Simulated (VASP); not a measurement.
# NaF (Fm-3m) in VASP: settings compared, part 2 of 2

VASP 6.6.1. The steps go on from the part before.

### 3 Single point, r2SCAN

File POSCAR:

```
NaF
1.0
    0.0000000000      2.3497917110      2.3497917110
    2.3497917110      0.0000000000      2.3497917110
    2.3497917110      2.3497917110      0.0000000000
Na F
1 1
Direct
    0.0000000000      0.0000000000      0.0000000000
    0.5000000000      0.5000000000      0.5000000000
```

File INCAR.step1:

```
PREC = Accurate
ENCUT = 520
ISMEAR = 0
SIGMA = 0.02
LREAL = F
LASPH = T
NELM = 80
NBANDS = 14
GGA = PE
ALGO = Normal
EDIFF = 1E-4
LWAVE = T
LCHARG = F
```

File INCAR.step2:

```
PREC = Accurate
ENCUT = 520
EDIFF = 1E-6
ISMEAR = 0
SIGMA = 0.02
LREAL = F
LASPH = T
NELM = 80
ALGO = Normal
ISIF = 2
LWAVE = F
LCHARG = F
METAGGA = R2SCAN
LMIXTAU = T
NBANDS = 14
ISTART = 1
```

File KPOINTS:

```
Automatic mesh
0
Gamma
  8 8 8
```

Potentials or basis: VASP PAW PBE potentials, release 64 (Na_pv, F).

Started as:

```
cat potpaw_PBE.64/Na_pv/POTCAR potpaw_PBE.64/F/POTCAR > POTCAR
cp INCAR.step1 INCAR
mpirun -np 1 vasp_std > vasp.out
cp INCAR.step2 INCAR
mpirun -np 1 vasp_std > vasp.out
```

OUTCAR:

```text
PREC = Accurate
   ENCUT = 520
   EDIFF = 1E-6
   ISMEAR = 0
   LREAL = F
   LASPH = T
   NELM = 80
   ISIF = 2
   METAGGA = R2SCAN
   ISTART = 1

 ion  position               nearest neighbor table
   1  0.000  0.000  0.000-
   2  0.500  0.500  0.500-

  LATTYP: Found a face centered cubic cell.
 ALAT       =     4.6995834220

  Lattice vectors:

 A1 = (   0.0000000000,   2.3497917110,   2.3497917110)
 A2 = (   2.3497917110,   0.0000000000,   2.3497917110)
 A3 = (   2.3497917110,   2.3497917110,   0.0000000000)

Analysis of symmetry for initial positions (statically):
=====================================================================
 Subroutine PRICEL returns:
 Original cell was already a primitive cell.

 Routine SETGRP: Setting up the symmetry group for a
 face centered cubic supercell.

 Subroutine GETGRP returns: Found 48 space group operations
 (whereof 48 operations were pure point group operations)
 out of a pool of 48 trial point group operations.

The static configuration has the point symmetry O_h .

Analysis of symmetry for dynamics (positions and initial velocities):
=====================================================================
 Subroutine PRICEL returns:
 Original cell was already a primitive cell.

 Routine SETGRP: Setting up the symmetry group for a
 face centered cubic supercell.

 Subroutine GETGRP returns: Found 48 space group operations
 (whereof 48 operations were pure point group operations)
 out of a pool of 48 trial point group operations.

The dynamic configuration has the point symmetry O_h .

 Subroutine INISYM returns: Found 48 space group operations
 (whereof 48 operations are pure point group operations),
 and found     1 'primitive' translations

----------------------------------------------------------------------------------------

                                     Primitive cell

  volume of cell :      25.9488

  direct lattice vectors                    reciprocal lattice vectors
     0.000000000  2.349791711  2.349791711    -0.212784817  0.212784817  0.212784817
     2.349791711  0.000000000  2.349791711     0.212784817 -0.212784817  0.212784817
     2.349791711  2.349791711  0.000000000     0.212784817  0.212784817 -0.212784817

  length of vectors
     3.323107306  3.323107306  3.323107306     0.368554115  0.368554115  0.368554115

  position of ions in fractional coordinates (direct lattice)
     0.000000000  0.000000000  0.000000000
     0.500000000  0.500000000  0.500000000

  ion indices of the primitive-cell ions
   primitive index   ion index
                 1           1
                 2           2

----------------------------------------------------------------------------------------

 KPOINTS: Automatic mesh

Automatic generation of k-mesh.
 Grid dimensions read from file:
 generate k-points for:    8    8    8

 Generating k-lattice:

  Cartesian coordinates                     Fractional coordinates (reciprocal lattice)
    -0.026598102  0.026598102  0.026598102     0.125000000  0.000000000  0.000000000
     0.026598102 -0.026598102  0.026598102     0.000000000  0.125000000  0.000000000
     0.026598102  0.026598102 -0.026598102     0.000000000  0.000000000  0.125000000

  Length of vectors
     0.046069264  0.046069264  0.046069264

  Shift w.r.t. Gamma in fractional coordinates (k-lattice)
     0.000000000  0.000000000  0.000000000

 Subroutine IBZKPT returns following result:
 ===========================================

 Found     29 irreducible k-points:

 Following reciprocal coordinates:
            Coordinates               Weight
  0.000000  0.000000  0.000000      1.000000
  0.125000  0.000000  0.000000      8.000000
  0.250000  0.000000  0.000000      8.000000
  0.375000  0.000000  0.000000      8.000000
  0.500000  0.000000  0.000000      4.000000
  0.125000  0.125000  0.000000      6.000000
[... 16 lines left out ...]
  0.500000  0.250000  0.125000     48.000000
 -0.375000  0.250000  0.125000     24.000000
 [... further k-points ...]
   k-points           NKPTS =     29   k-points in BZ     NKDIM =     29   number of bands    NBANDS=     14
   number of dos      NEDOS =    301   number of ions     NIONS =      2
   total plane-waves  NPLWV =  21952
   dimension x,y,z NGX =    28 NGY =   28 NGZ =   28
   dimension x,y,z NGXF=    56 NGYF=   56 NGZF=   56
   ions per type =               1   1
   NGX,Y,Z   is equivalent  to a cutoff of  14.01, 14.01, 14.01 a.u.
   NGXF,Y,Z  is equivalent  to a cutoff of  28.02, 28.02, 28.02 a.u.
 SYSTEM =  unknown system
   PREC   = accura    normal or accurate (medium, high low for compatibility)
   ISTART =      1    job   : 0-new  1-cont  2-samecut
   ICHARG =      0    charge: 1-file 2-atom 10-const
   ISPIN  =      1    spin polarized calculation?
   LNONCOLLINEAR =      F non collinear calculations
   LSORBIT =      F    spin-orbit coupling
   LASPH  =      T    aspherical Exc in radial PAW
   ENCUT  =  520.0 eV  38.22 Ry    6.18 a.u.   6.18  6.18  6.18*2*pi/ulx,y,z
   NELM   =     80;   NELMIN=  2; NELMDL=  0     # of ELM steps
   EDIFF  = 0.1E-05   stopping-criterion for ELM
   LREAL  =      F    real-space projection
   EDIFFG = 0.1E-04   stopping-criterion for IOM
   NSW    =      0    number of steps for IOM
   IBRION =     -1    ionic relax: 0-MD 1-quasi-New 2-CG
   NFREE  =      0    steps in history (QN), initial steepest desc. (CG)
   ISIF   =      2    stress and relaxation
   ISYM   =      2    0-nonsym 1-usesym 2-fastsym
   POTIM  = 0.5000    time-step for ionic-motion
   TEBEG  =    0.0;   TEEND  =   0.0 temperature during run
   PSTRESS=    0.0 pullay stress
   NELECT =      14.0000    total number of electrons
   NUPDOWN=      -1.0000    fix difference up-down
   EMIN   =  10.00;   EMAX   =-10.00  energy-range for DOS
   EFERMI =   0.00;   METHOD = LEGACY
   ISMEAR =     0;   SIGMA  =   0.02  broadening in eV -4-tet -1-fermi 0-gaus
   EFERMI_NEDOS =   21; number of points for ismear=-14 and -15
   IALGO  =     38    algorithm
   IMIX   =      4    mixing-type and parameters
     AMIX     =   0.40;   BMIX     =  1.00
     AMIX_MAG =   1.60;   BMIX_MAG =  1.00
  volume/ion in A,a.u.               =      12.97        87.56
  Fermi-wavevector in a.u.,A,eV,Ry     =   1.332738  2.518510 24.166543  1.776191
  Thomas-Fermi vector in A             =   2.461650
   LORBIT       =      0    0 simple, 1 ext, 2 COOP (PROOUT), +10 PAW based schemes
   METAGGA = R2SCAN    functional components
   LHFCALC =     F    Hartree Fock is set to
   AEXX    =    0.0000 exact exchange contribution
   IVDW    =     0    specifies the selected vdW correction
   LEPSILON=     F    determine dielectric tensor
   LRPA    =     F    only Hartree local field effects (RPA)
 non-spin polarized calculation
 Gauss-broadening in eV      SIGMA  =   0.02
  energy-cutoff  :      520.00
  volume of cell :       25.95
 maximum number of plane-waves:       725
 NGX is ok and might be reduce to    28
   NGX = 13   NGY = 13   NGZ = 13

 number of electron      14.0000002 magnetization

 Free energy of the ion-electron system (eV)
  ---------------------------------------------------
  ext. energy  EPLUGINS =         0.00000000
  ---------------------------------------------------
  free energy    TOTEN  =       -12.58077945 eV

  energy without entropy =      -12.58077945  energy(sigma->0) =      -12.58077945

 E-fermi :  -2.7378     XC(G=0):  -9.5512

 val. band max:       -2.8943022248   @ k =   0.0000   0.0000   0.0000
 cond. band min:       4.0449490398   @ k =   0.0000   0.0000   0.0000
 fundamental gap:      6.9392512646
 Fermi energy:        -2.7378269846

 k-point     1 :       0.0000    0.0000    0.0000
  band No.  band energies     occupation
      1     -23.1250      2.00000
      2     -22.5250      2.00000
      3     -22.5246      2.00000
      4     -22.5246      2.00000
      5      -2.8943      2.00000
      6      -2.8943      2.00000
      7      -2.8943      2.00000
      8       4.0449      0.00000
      9      16.5834      0.00000
     10      16.5834      0.00000
     11      16.5835      0.00000
     12      19.1257      0.00000
     13      21.7188      0.00000
     14      21.7188      0.00000
[... 375 lines left out ...]
 k-point    24 :      -0.3750    0.2500    0.1250
  band No.  band energies     occupation
      1     -23.3780      2.00000
      2     -22.5688      2.00000
      3     -22.5501      2.00000
      4     -22.1319      2.00000
      5      -4.1028      2.00000
      6      -3.4369      2.00000
      7      -3.2133      2.00000
      8       9.4466      0.00000
      9      10.3958      0.00000
     10      15.0340      0.00000
     11      16.7424      0.00000
     12      19.8637      0.00000
     13      20.8478      0.00000
     14      25.6304      0.00000

 [... further k-points ...]
[... 5 lines left out ...]
  --------------------------------------------------------------------------------------
  -------------------------------------------------------------------------------------
  Total       -0.5929178     -0.5929178     -0.5929178      0.0000000      0.0000000      0.0000000
  in kB      -36.6089269    -36.6089269    -36.6089269      0.0000000      0.0000000      0.0000000
  external PRESSURE =     -36.6089269 kB  Pullay stress =       0.0000000 kB

 VOLUME and BASIS-vectors are now :
 -----------------------------------------------------------------------------
  energy-cutoff  :      520.00
  volume of cell :       25.95
      direct lattice vectors                 reciprocal lattice vectors
     0.000000000  2.349791711  2.349791711    -0.212784817  0.212784817  0.212784817
     2.349791711  0.000000000  2.349791711     0.212784817 -0.212784817  0.212784817
     2.349791711  2.349791711  0.000000000     0.212784817  0.212784817 -0.212784817

 POSITION                                       TOTAL-FORCE (eV/Angst)
 -----------------------------------------------------------------------------------
      0.00000      0.00000      0.00000         0.000000      0.000000      0.000000
      2.34979      2.34979      2.34979        -0.000000     -0.000000     -0.000000
 -----------------------------------------------------------------------------------
    total drift:                                0.000000      0.000000      0.000000

  FREE ENERGIE OF THE ION-ELECTRON SYSTEM (eV)
  ---------------------------------------------------
  free  energy   TOTEN  =       -12.5807794510 eV

  energy  without entropy=      -12.5807794510  energy(sigma->0) =      -12.58077945
```

OSZICAR.step1:

```text
N       E                     dE             d eps       ncg     rms          rms(c)
DAV:   1     0.113561641715E+03    0.11356E+03   -0.78269E+03   812   0.124E+03
DAV:   2    -0.363970837030E+01   -0.11720E+03   -0.10823E+03   896   0.343E+02
DAV:   3    -0.942234707669E+01   -0.57826E+01   -0.57718E+01  1016   0.703E+01
DAV:   4    -0.947273593330E+01   -0.50389E-01   -0.50387E-01   908   0.688E+00
DAV:   5    -0.947326435477E+01   -0.52842E-03   -0.52842E-03   998   0.701E-01    0.542E+00
DAV:   6    -0.857839025716E+01    0.89487E+00   -0.31606E+00   990   0.145E+01    0.186E+00
DAV:   7    -0.856740547541E+01    0.10985E-01   -0.29708E-02   836   0.204E+00    0.106E+00
DAV:   8    -0.856885023718E+01   -0.14448E-02   -0.30589E-02   896   0.358E+00    0.154E-01
DAV:   9    -0.856960627163E+01   -0.75603E-03   -0.45473E-03   938   0.611E-01    0.138E-01
DAV:  10    -0.856945592162E+01    0.15035E-03   -0.94078E-04   896   0.326E-01    0.135E-02
DAV:  11    -0.856945465736E+01    0.12643E-05   -0.31083E-05   496   0.861E-02
   1 F= -.85694547E+01 E0= -.85694547E+01  d E =-.182377E-37
```

Run time: 48 s. Hardware: 1 thread of AMD EPYC 7R13 (Zen 3), shared host; peak memory 0.13 GiB.

Results:

* Free energy: -12.5808 eV
* Pressure: -3.7 GPa
* Band gap on the k mesh: 6.94 eV

Caveat: the cell stands under tension; the PAW data sets were made with another functional, which shifts forces and pressure a little.
